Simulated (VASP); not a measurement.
# Sb2As2C (P-6m2) in VASP: further runs

Sb2As2C is run at these levels: PBE; tasks: single point, relaxation of cell and atoms.

Program: VASP 6.6.1. These are calculated values, not measurements. Logs are shortened: lines on timing, memory, paths and dates and some standing lists are left out, and cuts for length are marked.

## 1. The cell of the first run

Symmetry: P-6m2, No. 187, hexagonal system. The conventional cell has a = 4.143 Å, b = 4.143 Å, c = 8.486 Å, α = 90.00°, β = 90.00°, γ = 120.00°. Within 3.6 Å of Sb (site symmetry 3m) lie 1 Sb at 2.72 Å and 3 C at 2.75 Å. Within 3.2 Å of As (site symmetry -6m2) lie 3 As at 2.39 Å. Within 3.2 Å of As (site symmetry -6m2) lie 3 As at 2.39 Å. C (site symmetry -6m2) has 6 Sb at 2.75 Å within 3.6 Å.

The cell was generated, and may not be a known phase.

## 2. Single point, PBE

The input, INCAR:

```
  PREC = Accurate
  ENCUT = 520
  EDIFF = 1E-6
  ISMEAR = 0
  SIGMA = 0.1
  LREAL = F
  LASPH = T
  NELM = 100
  ALGO = Normal
  ISIF = 2
  LWAVE = F
  LCHARG = F
  GGA = PE
  NBANDS = 20
```

The input, KPOINTS:

```
regular mesh
0
Gamma
  12 12 6
```

The input, POSCAR:

```
Sb2As2C
1.0
    4.1428970338      0.0000000000      0.0000000000
   -2.0714485169      3.5878540766      0.0000000000
    0.0000000000      0.0000000000      8.4861287711
Sb As C
2 2 1
Direct
    0.0000000000      0.0000000000      0.3400063070
    0.0000000000      0.0000000000      0.6599936930
    0.3333333333      0.6666666667      0.0000000000
    0.6666666667      0.3333333333      0.0000000000
    0.6666666667      0.3333333333      0.5000000000
```

Potentials or basis: VASP PAW PBE potentials, release 64 (Sb, As, C).

On the command line:

```bash
$ cat potpaw_PBE.64/Sb/POTCAR potpaw_PBE.64/As/POTCAR potpaw_PBE.64/C/POTCAR > POTCAR
$ mpirun -np 1 vasp_std > vasp.out
```

OUTCAR:

```text
PREC = Accurate
   ENCUT = 520
   EDIFF = 1E-6
   ISMEAR = 0
   LREAL = F
   LASPH = T
   NELM = 100
   ISIF = 2
   GGA = PE

 ion  position               nearest neighbor table
   1  0.000  0.000  0.340-   2 2.72   5 2.75   5 2.75   5 2.75
   2  0.000  0.000  0.660-   1 2.72   5 2.75   5 2.75   5 2.75
   3  0.333  0.667  0.000-   4 2.39   4 2.39   4 2.39
   4  0.667  0.333  0.000-   3 2.39   3 2.39   3 2.39
   5  0.667  0.333  0.500-   1 2.75   2 2.75   1 2.75   2 2.75   1 2.75   2 2.75

  LATTYP: Found a hexagonal cell.
 ALAT       =     4.1428970338
 C/A-ratio  =     2.0483561870

  Lattice vectors:

 A1 = (   4.1428970338,   0.0000000000,   0.0000000000)
 A2 = (  -2.0714485169,   3.5878540766,   0.0000000000)
 A3 = (   0.0000000000,   0.0000000000,   8.4861287711)

Analysis of symmetry for initial positions (statically):
=====================================================================
 Subroutine PRICEL returns:
 Original cell was already a primitive cell.

 Routine SETGRP: Setting up the symmetry group for a
 hexagonal supercell.

 Subroutine GETGRP returns: Found 12 space group operations
 (whereof 12 operations were pure point group operations)
 out of a pool of 24 trial point group operations.

The static configuration has the point symmetry D_3h.

Analysis of symmetry for dynamics (positions and initial velocities):
=====================================================================
 Subroutine PRICEL returns:
 Original cell was already a primitive cell.

 Routine SETGRP: Setting up the symmetry group for a
 hexagonal supercell.

 Subroutine GETGRP returns: Found 12 space group operations
 (whereof 12 operations were pure point group operations)
 out of a pool of 24 trial point group operations.

The dynamic configuration has the point symmetry D_3h.

 Subroutine INISYM returns: Found 12 space group operations
 (whereof 12 operations are pure point group operations),
 and found     1 'primitive' translations

----------------------------------------------------------------------------------------

                                     Primitive cell

  volume of cell :     126.1388

  direct lattice vectors                    reciprocal lattice vectors
     4.142897034  0.000000000  0.000000000     0.241376986  0.139359068  0.000000000
    -2.071448517  3.587854077  0.000000000     0.000000000  0.278718136  0.000000000
     0.000000000  0.000000000  8.486128771     0.000000000  0.000000000  0.117839362

  length of vectors
     4.142897034  4.142897034  8.486128771     0.278718136  0.278718136  0.117839362

  position of ions in fractional coordinates (direct lattice)
     0.000000000  0.000000000  0.340006307
     0.000000000  0.000000000  0.659993693
     0.333333333  0.666666667  0.000000000
     0.666666667  0.333333333  0.000000000
     0.666666667  0.333333333  0.500000000

  ion indices of the primitive-cell ions
   primitive index   ion index
                 1           1
                 2           2
                 3           3
                 4           4
                 5           5

----------------------------------------------------------------------------------------

 KPOINTS: regular mesh

Automatic generation of k-mesh.
 Grid dimensions read from file:
 generate k-points for:   12   12    6

 Generating k-lattice:

  Cartesian coordinates                     Fractional coordinates (reciprocal lattice)
     0.020114749  0.011613256  0.000000000     0.083333333 -0.000000000  0.000000000
     0.000000000  0.023226511  0.000000000     0.000000000  0.083333333  0.000000000
     0.000000000  0.000000000  0.019639894     0.000000000  0.000000000  0.166666667

  Length of vectors
     0.023226511  0.023226511  0.019639894

  Shift w.r.t. Gamma in fractional coordinates (k-lattice)
     0.000000000  0.000000000  0.000000000

 Subroutine IBZKPT returns following result:
 ===========================================

 Found     76 irreducible k-points:

 Following reciprocal coordinates:
            Coordinates               Weight
  0.000000  0.000000  0.000000      1.000000
  0.083333  0.000000  0.000000      6.000000
  0.166667  0.000000  0.000000      6.000000
  0.250000 -0.000000  0.000000      6.000000
  0.333333  0.000000  0.000000      6.000000
  0.416667 -0.000000  0.000000      6.000000
[... 16 lines left out ...]
  0.250000 -0.000000  0.166667     12.000000
  0.333333  0.000000  0.166667     12.000000
 [... further k-points ...]
   k-points           NKPTS =     76   k-points in BZ     NKDIM =     76   number of bands    NBANDS=     20
   number of dos      NEDOS =    301   number of ions     NIONS =      5
   total plane-waves  NPLWV =  65536
   dimension x,y,z NGX =    32 NGY =   32 NGZ =   64
   dimension x,y,z NGXF=    64 NGYF=   64 NGZF=  128
   ions per type =               2   2   1
   NGX,Y,Z   is equivalent  to a cutoff of  12.84, 12.84, 12.54 a.u.
   NGXF,Y,Z  is equivalent  to a cutoff of  25.68, 25.68, 25.08 a.u.
 SYSTEM =  unknown system
   PREC   = accura    normal or accurate (medium, high low for compatibility)
   ISTART =      0    job   : 0-new  1-cont  2-samecut
   ICHARG =      2    charge: 1-file 2-atom 10-const
   ISPIN  =      1    spin polarized calculation?
   LNONCOLLINEAR =      F non collinear calculations
   LSORBIT =      F    spin-orbit coupling
   LASPH  =      T    aspherical Exc in radial PAW
   ENCUT  =  520.0 eV  38.22 Ry    6.18 a.u.   7.70  7.70 15.78*2*pi/ulx,y,z
   NELM   =    100;   NELMIN=  2; NELMDL= -5     # of ELM steps
   EDIFF  = 0.1E-05   stopping-criterion for ELM
   LREAL  =      F    real-space projection
   EDIFFG = 0.1E-04   stopping-criterion for IOM
   NSW    =      0    number of steps for IOM
   IBRION =     -1    ionic relax: 0-MD 1-quasi-New 2-CG
   NFREE  =      0    steps in history (QN), initial steepest desc. (CG)
   ISIF   =      2    stress and relaxation
   ISYM   =      2    0-nonsym 1-usesym 2-fastsym
   POTIM  = 0.5000    time-step for ionic-motion
   TEBEG  =    0.0;   TEEND  =   0.0 temperature during run
   PSTRESS=    0.0 pullay stress
   NELECT =      24.0000    total number of electrons
   NUPDOWN=      -1.0000    fix difference up-down
   EMIN   =  10.00;   EMAX   =-10.00  energy-range for DOS
   EFERMI =   0.00;   METHOD = LEGACY
   ISMEAR =     0;   SIGMA  =   0.10  broadening in eV -4-tet -1-fermi 0-gaus
   EFERMI_NEDOS =   21; number of points for ismear=-14 and -15
   IALGO  =     38    algorithm
   IMIX   =      4    mixing-type and parameters
     AMIX     =   0.40;   BMIX     =  1.00
     AMIX_MAG =   1.60;   BMIX_MAG =  1.00
  volume/ion in A,a.u.               =      25.23       170.25
  Fermi-wavevector in a.u.,A,eV,Ry     =   0.941591  1.779349 12.062844  0.886594
  Thomas-Fermi vector in A             =   2.069117
   LORBIT       =      0    0 simple, 1 ext, 2 COOP (PROOUT), +10 PAW based schemes
   GGA     = PE    functional components
   LHFCALC =     F    Hartree Fock is set to
   AEXX    =    0.0000 exact exchange contribution
   IVDW    =     0    specifies the selected vdW correction
   LEPSILON=     F    determine dielectric tensor
   LRPA    =     F    only Hartree local field effects (RPA)
 non-spin polarized calculation
 Gauss-broadening in eV      SIGMA  =   0.10
  energy-cutoff  :      520.00
  volume of cell :      126.14
 maximum number of plane-waves:      3423
 NGX is ok and might be reduce to    32
   NGX = 15   NGY = 15   NGZ = 31

 number of electron      24.0000000 magnetization

 Free energy of the ion-electron system (eV)
  ---------------------------------------------------
  ext. energy  EPLUGINS =         0.00000000
  ---------------------------------------------------
  free energy    TOTEN  =       -20.63926028 eV

  energy without entropy =      -20.62827488  energy(sigma->0) =      -20.63376758

 E-fermi :   4.9139     XC(G=0):  -9.3398

 val. band max:        4.9133619184   @ k =   0.0833   0.0000   0.3333
 cond. band min:       4.9156068438   @ k =   0.0000   0.0000   0.5000
 fundamental gap:      0.0022449253
 Fermi energy:         4.9138807553

 k-point     1 :       0.0000    0.0000    0.0000
  band No.  band energies     occupation
      1      -9.3878      2.00000
      2      -7.2667      2.00000
      3      -3.9025      2.00000
      4      -1.3010      2.00000
      5      -0.3668      2.00000
      6       1.2781      2.00000
[... 12 lines left out ...]
     19       7.9336      0.00000
     20      10.0802      0.00000

 k-point     2 :       0.0833    0.0000    0.0000
  band No.  band energies     occupation
      1      -9.3190      2.00000
      2      -7.2051      2.00000
      3      -3.8431      2.00000
      4      -1.4408      2.00000
      5      -1.0870      2.00000
      6       1.1562      2.00000
[... 12 lines left out ...]
     19       7.7055      0.00000
     20       9.9400      0.00000

 k-point     3 :       0.1667    0.0000    0.0000
  band No.  band energies     occupation
      1      -9.1145      2.00000
      2      -7.0231      2.00000
      3      -3.6701      2.00000
      4      -2.2692      2.00000
      5      -1.8223      2.00000
      6       0.8665      2.00000
[... 12 lines left out ...]
     19       7.8250      0.00000
     20       9.5930      0.00000

 k-point     4 :       0.2500   -0.0000    0.0000
  band No.  band energies     occupation
      1      -8.7812      2.00000
      2      -6.7318      2.00000
      3      -3.4247      2.00000
      4      -3.4014      2.00000
      5      -2.4157      2.00000
      6       0.5395      2.00000
[... 429 lines left out ...]
 k-point    23 :       0.2500   -0.0000    0.1667
  band No.  band energies     occupation
      1      -8.7778      2.00000
      2      -6.7488      2.00000
      3      -3.4586      2.00000
      4      -3.2964      2.00000
      5      -2.4288      2.00000
      6       0.5423      2.00000
[... 12 lines left out ...]
     19       8.5842      0.00000
     20       9.1909      0.00000

 k-point    24 :       0.3333    0.0000    0.1667
  band No.  band energies     occupation
      1      -8.3357      2.00000
      2      -6.3736      2.00000
      3      -4.4775      2.00000
      4      -3.1122      2.00000
      5      -2.9995      2.00000
      6       0.2671      2.00000
[... 12 lines left out ...]
     19       9.1304      0.00000
     20       9.6457      0.00000

 [... further k-points ...]
[... 5 lines left out ...]
  --------------------------------------------------------------------------------------
  -------------------------------------------------------------------------------------
  Total        0.1276867      0.1276867      0.0517868      0.0000000      0.0000000     -0.0000000
  in kB        1.6218384      1.6218384      0.6577805      0.0000000      0.0000000     -0.0000000
  external PRESSURE =       1.3004858 kB  Pullay stress =       0.0000000 kB

 VOLUME and BASIS-vectors are now :
 -----------------------------------------------------------------------------
  energy-cutoff  :      520.00
  volume of cell :      126.14
      direct lattice vectors                 reciprocal lattice vectors
     4.142897034  0.000000000  0.000000000     0.241376986  0.139359068  0.000000000
    -2.071448517  3.587854077  0.000000000     0.000000000  0.278718136  0.000000000
     0.000000000  0.000000000  8.486128771     0.000000000  0.000000000  0.117839362

 POSITION                                       TOTAL-FORCE (eV/Angst)
 -----------------------------------------------------------------------------------
      0.00000      0.00000      2.88534        -0.000000      0.000000     -0.015479
      0.00000      0.00000      5.60079        -0.000000      0.000000      0.015479
     -0.00000      2.39190      0.00000         0.000000     -0.000000      0.000000
      2.07145      1.19595      0.00000         0.000000      0.000000      0.000000
      2.07145      1.19595      4.24306        -0.000000      0.000000      0.000000
 -----------------------------------------------------------------------------------
    total drift:                               -0.000000      0.000000     -0.000000

  FREE ENERGIE OF THE ION-ELECTRON SYSTEM (eV)
  ---------------------------------------------------
  free  energy   TOTEN  =       -20.6392602830 eV

  energy  without entropy=      -20.6282748844  energy(sigma->0) =      -20.63376758
```

It took 69 s on 1 thread of Intel Xeon 6975P-C (Granite Rapids), shared host; peak memory 0.37 GiB.

Results:

| Item | Value |
| --- | --- |
| Free energy | -20.6393 eV |
| Pressure | 0.1 GPa |
| Largest force | 0.015 eV/Å |
| Band gap on the k mesh | zero (bands 12 and 13 overlap by 1.03 eV) |

Forces in eV/Å, atoms in the order of the input:
```
Sb   0.000  0.000 -0.015
Sb   0.000  0.000  0.015
As   0.000  0.000  0.000
As   0.000  0.000  0.000
C    0.000  0.000  0.000
```

Caveat: spin-orbit coupling is left out, which moves the levels of the heavy elements; this functional lacks dispersion, which binds layers or chains, so the pressure and a relaxed spacing across them are unreliable.

[end of part 1 of 3]

The gap in the log of VASP goes by the Fermi energy; the results here count the filled bands.